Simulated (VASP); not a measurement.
HfC (rocksalt type), 2 atoms in the cell. The structure is cubic, space group Fm-3m (No. 225). The conventional cell has a = 4.651 Å, b = 4.651 Å, c = 4.651 Å, α = 90.00°, β = 90.00°, γ = 90.00°. Within 3.1 Å of Hf (site symmetry m-3m) lie 6 C at 2.33 Å. Within 3.1 Å of C (site symmetry m-3m) lie 6 Hf at 2.33 Å. 

```yaml
Program: VASP 6.6.1
Task: electric field gradients
Functional: PBE
Potentials_or_basis: VASP PAW PBE potentials, release 64 (Hf_pv, C)
Cutoff: 520 eV
k_mesh: 16 × 16 × 16
Occupations: fermi-dirac, width 0.05 eV
Spin: no spin polarisation
Dipole_correction: no
Further_INCAR_settings: ALGO = Normal; EDIFF = 1e-08; NBANDS = 14
```

Potentials or basis: VASP PAW PBE potentials, release 64 (Hf_pv, C).

Command:

```sh
$ cat potpaw_PBE.64/Hf_pv/POTCAR potpaw_PBE.64/C/POTCAR > POTCAR
$ mpirun -np 1 vasp_std > vasp.out
```

Hardware: 1 thread of Intel Xeon 8259CL, with other jobs on the host.

Problem. How long does it take, and how much memory?

Solution. Wall time 47 s on 1 thread of Intel Xeon 8259CL, with other jobs on the host, peak memory 0.18 GiB. Counts: scf iterations 15, k points 145.
